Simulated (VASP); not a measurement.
MnF2:

```
CELL_PARAMETERS angstrom
4.87380 0.00000 0.00000
0.00000 4.87380 0.00000
0.00000 0.00000 3.31070
ATOMIC_POSITIONS crystal
Mn 0.50000 0.50000 0.50000
Mn 0.00000 0.00000 0.00000
F 0.80530 0.19470 0.50000
F 0.69470 0.69470 0.00000
F 0.19470 0.80530 0.50000
F 0.30530 0.30530 0.00000
```

Base run:

* Program: VASP 6.6.1
* Functional: PBE
* Potentials or basis: VASP PAW PBE potentials, release 64 (Mn_pv, F)
* Cutoff: 520 eV
* k mesh: 5 × 5 × 7
* Occupations: fermi-dirac, width 0.05 eV
* Spin: collinear spin, ferromagnetic start
* Starting moments: [1.0, 1.0, 0.0, 0.0, 0.0, 0.0] μB
* Fixed moment: 2 μB

Its results: pressure -11.6 GPa; site moments Mn +0.95; F -0.00 μB; largest force 0.214 eV/Å.

**Question.** The run is repeated on the same cell with these changes: fixed moment from 2 μB to 4 μB; moments at the start from [1.0, 1.0, 0.0, 0.0, 0.0, 0.0] to [2.0, 2.0, 0.0, 0.0, 0.0, 0.0]. What comes out?

**Answer.** Pressure -11.0 GPa; site moments Mn +1.92; F -0.00 μB; largest force 0.137 eV/Å.

Caveats: the total moment is fixed, so each spin has its own Fermi level and the state may be an excited one; the run started ferromagnetic, and an antiferromagnetic order may lie lower in energy; the stress differs along the axes, from -16 to -10 GPa (at least some runs); the cell stands under tension (at least some runs).
